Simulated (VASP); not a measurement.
Set up this calculation in VASP 6.6.1, as the native input.

* Task: single point
* Functional: PBE
* Potentials or basis: VASP PAW PBE potentials, release 64 (Mg)
* Cutoff: 520 eV
* k mesh: 12 × 12 × 7
* Occupations: fermi-dirac, width 0.3 eV
* Spin: no spin polarisation
* Dipole correction: no
* Further INCAR settings: ALGO = Normal; EDIFF = 1e-07; NBANDS = 9

The structure of Mg lies in POSCAR:

```
Mg
1.0
    3.2093000000      0.0000000000      0.0000000000
   -1.6046500000      2.7793350000      0.0000000000
    0.0000000000      0.0000000000      5.2103000000
Mg
2
Direct
    0.3333333333      0.6666666667      0.2500000000
    0.6666666667      0.3333333333      0.7500000000
```

The input as run:

INCAR

```
SYSTEM = Mg
PREC = Accurate
ENCUT = 520
EDIFF = 1E-7
ISMEAR = -1
SIGMA = 0.3
LREAL = .False.
LASPH = .True.
NELM = 60
ALGO = Normal
ISIF = 2
LWAVE = .False.
LCHARG = .False.
GGA = PE
NBANDS = 9
```

KPOINTS

```
Automatic mesh
0
Gamma
  12 12 7
  0 0 0
```

Potentials or basis: VASP PAW PBE potentials, release 64 (Mg).

The run is started by

```bash
$ cat potpaw_PBE.64/Mg/POTCAR > POTCAR
$ mpirun -np 1 vasp_std > vasp.out
```

It gave:

The pressure is -0.2 GPa and the band gap on the k mesh is zero (band 2 reaches 3.57 eV, above the bottom of band 3 at 1.33 eV).

Wall time 22 s on 1 thread of AMD EPYC 7R43 64-Core Processor (Zen 3), with other jobs on the host, peak memory 0.14 GiB.
